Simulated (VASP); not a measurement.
Wanted: the native input for a VASP 6.6.1 run.

- Task: single point
- Functional: LDA
- Potentials or basis: VASP PAW LDA potentials, release 64 (Bi_d, Te)
- Cutoff: 520 eV
- k mesh: 7 × 7 × 7
- Occupations: fermi-dirac, width 0.05 eV
- Spin: no spin polarisation
- Dipole correction: no
- Further INCAR settings: ALGO = Normal; EDIFF = 1e-06; NBANDS = 18

The structure of BiTe lies in POSCAR:

```
BiTe
1.0
    2.4387526627      1.4080145063      3.3392614156
   -2.4387526627      1.4080145063      3.3392614156
    0.0000000000     -2.8160290126      3.3392614156
Bi Te
1 1
Direct
    0.5000000000      0.5000000000      0.5000000000
    0.0000000000      0.0000000000      0.0000000000
```

These files were run (other wordings do the same):

INCAR

```
PREC     = Accurate       # precision mode
ENCUT    = 520            # plane-wave cutoff, eV
EDIFF    = 1E-6           # SCF threshold, eV
ISMEAR   = -1             # smearing method
SIGMA    = 0.05           # smearing width, eV
LREAL    = False          # projectors in reciprocal space
LASPH    = True           # aspherical terms in the spheres
NELM     = 100            # most SCF steps
ALGO     = Normal         # electronic algorithm
ISIF     = 2              # what is computed and relaxed
LWAVE    = False          # write WAVECAR
LCHARG   = False          # write CHGCAR
NBANDS   = 18             # bands
```

KPOINTS

```
Automatic mesh
0
Gamma
  7 7 7
```

Potentials or basis: VASP PAW LDA potentials, release 64 (Bi_d, Te).

Command:

```sh
$ cat potpaw_LDA.64/Bi_d/POTCAR potpaw_LDA.64/Te/POTCAR > POTCAR
$ mpirun -np 1 vasp_std > vasp.out
```

Results of the run:

```json
{
 "Pressure": "-4.2 GPa"
}
```

It took 37 s on 1 thread of Intel Xeon 8259CL (shared host), peak memory 0.19 GiB.
